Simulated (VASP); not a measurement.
Write the native input for VASP 6.6.1 that does the following.

```yaml
Task: single point
Functional: PBEsol
Potentials_or_basis: VASP PAW PBE potentials, release 64 (Pt)
Cutoff: 520 eV
k_mesh: 22 × 22 × 22
Occupations: gaussian, width 0.15 eV
Spin: no spin polarisation
Dipole_correction: no
Further_INCAR_settings: ALGO = Fast; EDIFF = 1e-06; NBANDS = 11
```

The structure of Pt lies in POSCAR:

```
Pt
1.0
   -1.6000622000      1.6000622000      1.5842200000
    1.6000622000     -1.6000622000      1.5842200000
    1.5683778000      1.5683778000     -1.5842200000
Pt
1
Direct
    0.0000000000      0.0000000000      0.0000000000
```

This cell differs from its parent crystal: strain -0.0200 x Voigt [0, 0, 0, 0, 0, 1].

One way to write it, as run:

INCAR

```
PREC = Accurate ; ENCUT = 520
EDIFF = 1E-6 ; ISMEAR = 0
SIGMA = 0.15 ; LREAL = False
LASPH = True ; NELM = 60
ALGO = Fast ; ISIF = 2
LWAVE = False ; LCHARG = False
GGA = PS ; NBANDS = 11
```

KPOINTS

```
Automatic mesh
0
Gamma
  22 22 22
```

Potentials or basis: VASP PAW PBE potentials, release 64 (Pt).

Command:

```sh
$ cat potpaw_PBE.64/Pt/POTCAR > POTCAR
$ mpirun -np 1 vasp_std > vasp.out
```

Results of the run:

```
Pressure               : -11.2 GPa
Band gap on the k mesh : zero (bands 5 and 6 overlap by 2.20 eV)
```

Caveat: the cell differs from its parent crystal (strain -0.0200 x Voigt [0, 0, 0, 0, 0, 1]); the cell stands under tension; the PAW data sets were made with another functional, which shifts forces and pressure a little; spin-orbit coupling is left out, which moves the levels of the heavy elements.

It took 68 s on 1 thread of Intel(R) Xeon(R) 6975P-C (Granite Rapids), with other jobs on the host, peak memory 0.37 GiB.
